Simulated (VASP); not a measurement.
# Co (Fd-3m) in VASP: further runs

The runs below take Co through single point, relaxation of cell and atoms, with PBE.

Everything below comes from runs of VASP 6.6.1. Logs are shortened: lines on timing, memory, paths and dates and some standing lists are left out, and cuts for length are marked.

**1. The cell of the first run**

Symmetry: Fd-3m, No. 227, cubic system. The conventional cell has a = 5.210 Å, b = 5.210 Å, c = 5.210 Å, α = 90.00°, β = 90.00°, γ = 90.00°. Co (site symmetry -43m) has 4 Co at 2.26 Å within 3.0 Å.

This isn't the form of Co at room conditions, which is hcp.

**2. Single point, PBE, collinear spin, ferromagnetic start (17.68 Å³/atom)**

Input file INCAR:

```
PREC = Accurate
ENCUT = 520
EDIFF = 1E-6
ISMEAR = -1
SIGMA = 0.05
LREAL = F
LASPH = T
NELM = 150
ALGO = Normal
ISIF = 2
LWAVE = F
LCHARG = T
ISPIN = 2
MAGMOM = 1.745 1.745
LORBIT = 11
LMAXMIX = 4
GGA = PE
LELF = T
LVHAR = T
NBANDS = 20
```

Input file KPOINTS:

```
Automatic mesh
0
Gamma
  12 12 12
```

Input file POSCAR:

```
Co
1.0
    0.0000000000      2.6049063929      2.6049063929
    2.6049063929      0.0000000000      2.6049063929
    2.6049063929      2.6049063929      0.0000000000
Co
2
Direct
    0.1250000000      0.1250000000      0.1250000000
    0.8750000000      0.8750000000      0.8750000000
```

Potentials or basis: VASP PAW PBE potentials, release 64 (Co).

Started as:

```
$ cat potpaw_PBE.64/Co/POTCAR > POTCAR
$ mpirun -np 1 vasp_std > vasp.out
```

OUTCAR:

```text
PREC = Accurate
   ENCUT = 520
   EDIFF = 1E-6
   ISMEAR = -1
   LREAL = F
   LASPH = T
   NELM = 150
   ISIF = 2
   ISPIN = 2
   LORBIT = 11
   GGA = PE

 ion  position               nearest neighbor table
   1  0.125  0.125  0.125-   2 2.26   2 2.26   2 2.26   2 2.26
   2  0.875  0.875  0.875-   1 2.26   1 2.26   1 2.26   1 2.26

  LATTYP: Found a face centered cubic cell.
 ALAT       =     5.2098127858

  Lattice vectors:

 A1 = (   0.0000000000,   2.6049063929,   2.6049063929)
 A2 = (   2.6049063929,   0.0000000000,   2.6049063929)
 A3 = (   2.6049063929,   2.6049063929,   0.0000000000)

Analysis of symmetry for initial positions (statically):
=====================================================================
 Subroutine PRICEL returns:
 Original cell was already a primitive cell.

 Routine SETGRP: Setting up the symmetry group for a
 face centered cubic supercell.

 Subroutine GETGRP returns: Found 48 space group operations
 (whereof 12 operations were pure point group operations)
 out of a pool of 48 trial point group operations.

The static configuration has the point symmetry D_3d.
 The point group associated with its full space group is O_h .

Analysis of symmetry for dynamics (positions and initial velocities):
=====================================================================
 Subroutine PRICEL returns:
 Original cell was already a primitive cell.

 Routine SETGRP: Setting up the symmetry group for a
 face centered cubic supercell.

 Subroutine GETGRP returns: Found 48 space group operations
 (whereof 12 operations were pure point group operations)
 out of a pool of 48 trial point group operations.

The dynamic configuration has the point symmetry D_3d.
 The point group associated with its full space group is O_h .

Analysis of structural, dynamic, and magnetic symmetry:
=====================================================================
 Subroutine PRICEL returns:
 Original cell was already a primitive cell.

 Routine SETGRP: Setting up the symmetry group for a
 face centered cubic supercell.

 Subroutine GETGRP returns: Found 48 space group operations
 (whereof 12 operations were pure point group operations)
 out of a pool of 48 trial point group operations.

The overall configuration has the point symmetry D_3d.
 The point group associated with its full space group is O_h .

 Subroutine INISYM returns: Found 48 space group operations
 (whereof 12 operations are pure point group operations),
 and found     1 'primitive' translations

[... 116 lines left out ...]
  Fermi-wavevector in a.u.,A,eV,Ry     =   1.307265  2.470372 23.251555  1.708941
  Thomas-Fermi vector in A             =   2.438011
   LORBIT       =     11    0 simple, 1 ext, 2 COOP (PROOUT), +10 PAW based schemes
   GGA     = PE    functional components
   LHFCALC =     F    Hartree Fock is set to
   AEXX    =    0.0000 exact exchange contribution
   IVDW    =     0    specifies the selected vdW correction
   LEPSILON=     F    determine dielectric tensor
   LRPA    =     F    only Hartree local field effects (RPA)
 spin polarized calculation
  energy-cutoff  :      520.00
  volume of cell :       35.35
 maximum number of plane-waves:       963
   NGX = 13   NGY = 13   NGZ = 13

 number of electron      18.0000005 magnetization       3.5060650

 Free energy of the ion-electron system (eV)
  ---------------------------------------------------
  ext. energy  EPLUGINS =         0.00000000
  ---------------------------------------------------
  free energy    TOTEN  =       -11.45489789 eV

  energy without entropy =      -11.43819552  energy(sigma->0) =      -11.44654671

 E-fermi :   4.6000     XC(G=0): -10.4727

 val. band max:        4.5889937185   @ k =  -0.0833   0.0833   0.0000
 cond. band min:       4.6009534242   @ k =  -0.4167   0.3333   0.0000
 fundamental gap:      0.0119597057
 Fermi energy:         4.6000082148

 spin component 1

 k-point     1 :       0.0000    0.0000    0.0000
  band No.  band energies     occupation
      1      -1.5232      1.00000
      2       1.3937      1.00000
      3       1.3937      1.00000
      4       1.5753      1.00000
      5       1.5753      1.00000
      6       1.5753      1.00000
[... 541 lines left out ...]
     19      22.8518      0.00000
     20      23.2319      0.00000

 [... further k-points ...]

 spin component 2

 k-point     1 :       0.0000    0.0000    0.0000
  band No.  band energies     occupation
      1      -1.4397      1.00000
      2       3.0468      1.00000
      3       3.0468      1.00000
      4       3.0468      1.00000
      5       3.1141      1.00000
      6       3.1141      1.00000
[... 541 lines left out ...]
     19      23.0930      0.00000
     20      23.4380      0.00000

 [... further k-points ...]

------------------------ aborting loop because EDIFF is reached ----------------------------------------

  FORCE on cell =-STRESS in cart. coord.  units (eV):
  Direction    XX          YY          ZZ          XY          YZ          ZX
  --------------------------------------------------------------------------------------
  -------------------------------------------------------------------------------------
  Total       -1.5119402     -1.5119402     -1.5119402     -0.0000000      0.0000000      0.0000000
  in kB      -68.5233891    -68.5233891    -68.5233891     -0.0000000      0.0000000      0.0000000
  external PRESSURE =     -68.5233891 kB  Pullay stress =       0.0000000 kB

 VOLUME and BASIS-vectors are now :
 -----------------------------------------------------------------------------
  energy-cutoff  :      520.00
  volume of cell :       35.35
      direct lattice vectors                 reciprocal lattice vectors
     0.000000000  2.604906393  2.604906393    -0.191945477  0.191945477  0.191945477
     2.604906393  0.000000000  2.604906393     0.191945477 -0.191945477  0.191945477
     2.604906393  2.604906393  0.000000000     0.191945477  0.191945477 -0.191945477

 POSITION                                       TOTAL-FORCE (eV/Angst)
 -----------------------------------------------------------------------------------
      0.65123      0.65123      0.65123        -0.000000      0.000000     -0.000000
      4.55859      4.55859      4.55859         0.000000     -0.000000      0.000000
 -----------------------------------------------------------------------------------
    total drift:                                0.000000      0.000000     -0.000000

  FREE ENERGIE OF THE ION-ELECTRON SYSTEM (eV)
  ---------------------------------------------------
  free  energy   TOTEN  =       -11.4548978908 eV

  energy  without entropy=      -11.4381955209  energy(sigma->0) =      -11.44654671

 total charge

# of ion       s       p       d       tot
------------------------------------------
    1        0.509   0.308   7.274   8.090
    2        0.509   0.308   7.274   8.090
--------------------------------------------------
tot          1.017   0.617  14.547  16.181

 magnetization (x)

# of ion       s       p       d       tot
------------------------------------------
    1       -0.029  -0.017   1.805   1.759
    2       -0.029  -0.017   1.805   1.759
--------------------------------------------------
tot         -0.058  -0.034   3.611   3.519
```

OSZICAR:

```text
N       E                     dE             d eps       ncg     rms          rms(c)
DAV:   1     0.899624978627E+02    0.89962E+02   -0.77025E+03  5816   0.103E+03
DAV:   2    -0.829003756519E+01   -0.98253E+02   -0.87354E+02  5832   0.201E+02
DAV:   3    -0.126065401274E+02   -0.43165E+01   -0.41182E+01  6488   0.537E+01
DAV:   4    -0.126711861280E+02   -0.64646E-01   -0.64594E-01  7200   0.596E+00
DAV:   5    -0.126728060104E+02   -0.16199E-02   -0.16198E-02  6912   0.865E-01    0.108E+01
DAV:   6    -0.123658581393E+02    0.30695E+00   -0.10687E+01  6740   0.532E+01    0.100E+01
DAV:   7    -0.114201198171E+02    0.94574E+00   -0.27520E+00  6804   0.255E+01    0.349E+00
DAV:   8    -0.114605361792E+02   -0.40416E-01   -0.51621E-02  7768   0.198E+00    0.166E+00
DAV:   9    -0.114482245669E+02    0.12312E-01   -0.17711E-02  7080   0.149E+00    0.105E+00
DAV:  10    -0.114512527660E+02   -0.30282E-02   -0.13354E-03  6652   0.404E-01    0.797E-01
DAV:  11    -0.114547835663E+02   -0.35308E-02   -0.26478E-03  7360   0.712E-01    0.929E-02
DAV:  12    -0.114548863796E+02   -0.10281E-03   -0.30025E-04  6000   0.135E-01    0.426E-02
DAV:  13    -0.114548932983E+02   -0.69187E-05   -0.78957E-06  6636   0.176E-02    0.326E-02
DAV:  14    -0.114548981457E+02   -0.48475E-05   -0.70292E-06  7196   0.287E-02    0.490E-03
DAV:  15    -0.114548978908E+02    0.25497E-06   -0.53933E-07  3868   0.755E-03
   1 F= -.11454898E+02 E0= -.11446547E+02  d E =-.167024E-01  mag=     3.5055
```

stdout:

```text
POSCAR found type information on POSCAR Co
 POSCAR found :  1 types and       2 ions
 scaLAPACK will be used
 LDA part: xc-table for (Slater+PW92), standard interpolation
 POSCAR, INCAR and KPOINTS ok, starting setup
 FFT: planning ... GRIDC
 FFT: planning ... GRID_SOFT
 FFT: planning ... GRID
 WAVECAR not read
 entering main loop
```

Wall time 1.7 min (1 thread of Intel Xeon 6975P-C (Granite Rapids), shared host); peak memory 0.21 GiB.

Results:

```yaml
Free_energy: -11.4549 eV
Pressure: -6.9 GPa
Net_moment: 3.51 μB per cell
Site_moments: Co +1.76 μB
Valence_electrons_inside_the_program's_atomic_spheres: Co 8.09
```

Caveat: the cell stands under tension.

**3. Relaxation of cell and atoms, PBE, collinear spin, ferromagnetic start**

This run uses another cell than the first one, of 14.95 Å³/atom.

Input file INCAR:

```
SYSTEM = Co
PREC = Accurate
ENCUT = 600
EDIFF = 1E-6
ISMEAR = -1
SIGMA = 0.05
LREAL = .False.
LASPH = .True.
NELM = 150
ALGO = Normal
ISIF = 3
LWAVE = .False.
LCHARG = .False.
ISPIN = 2
MAGMOM = 1.7 1.7
LORBIT = 11
LMAXMIX = 4
GGA = PE
IBRION = 2
NSW = 80
EDIFFG = -0.01
```

Input file KPOINTS:

```
Automatic mesh
0
Gamma
  11 11 11
  0 0 0
```

Input file POSCAR:

```
Co
1.0
    0.0000000000      2.4634331982      2.4634331982
    2.4634331982      0.0000000000      2.4634331982
    2.4634331982      2.4634331982      0.0000000000
Co
2
Direct
    0.1250000000      0.1250000000      0.1250000000
    0.8750000000      0.8750000000      0.8750000000
```

Potentials or basis: VASP PAW PBE potentials, release 64 (Co).

Started as:

```
$ cat potpaw_PBE.64/Co/POTCAR > POTCAR
$ mpirun -np 1 vasp_std > vasp.out
```

Run time: 4.2 min. Hardware: 1 thread of Intel Xeon 6975P-C (Granite Rapids), shared host; peak memory 0.2 GiB.

The run converged. Its results:

* Free energy: -11.5154 eV
* Relaxed volume: 16.27 Å³/atom
* Relaxed cell: a = 3.583 Å, b = 3.583 Å, c = 3.583 Å, α = 60.00°, β = 60.00°, γ = 60.00°
* Space group after relaxing (to 0.1 Å): Fd-3m (No. 227)
* Energy gained by relaxing: 49.7 meV/atom
* Ionic steps: 5
* Pressure after relaxing: 0.0 GPa
* Net moment: 3.42 μB per cell
* Site moments: Co +1.70 μB
* Valence electrons inside the program's atomic spheres: Co 8.20

The path:
| step | energy change (eV) | largest force (eV/Å) | pressure (GPa) | volume (Å³) |
| --- | --- | --- | --- | --- |
| 1 | 0.0000 | 0.0000 | 3.40 | 29.90 |
| 2 | -0.0839 | 0.0000 | 4.23 | 31.29 |
| 3 | -0.0179 | 0.0000 | -7.46 | 35.72 |
| 4 | -0.0990 | 0.0000 | -0.60 | 32.72 |
| 5 | -0.0994 | 0.0000 | 0.00 | 32.53 |

Final structure:
```
Co
1.0
     0.00000    2.53377    2.53377
     2.53377    0.00000    2.53377
     2.53377    2.53377    0.00000
Co
2
Direct
  0.12500 0.12500 0.12500
  0.87500 0.87500 0.87500
```

Levels at points of the mesh, in eV from the Fermi level:
Spin up:
| k point | band 8 | band 9 | band 10 | band 11 | band 12 | band 13 | band 14 | band 15 |
| --- | --- | --- | --- | --- | --- | --- | --- | --- |
| (0.00, 0.00, 0.00) | -1.59 | -1.59 | -0.63 | -0.63 | 12.25 | 12.25 | 12.25 | 12.62 |
Spin down:
```csv
k point,band 3,band 4,band 5,band 6,band 7,band 8,band 9,band 10,band 11,band 12
"(0.00, 0.00, 0.00)",-1.72,-1.72,-1.70,-1.70,0.02,0.02,0.02,1.44,1.44,12.69
```
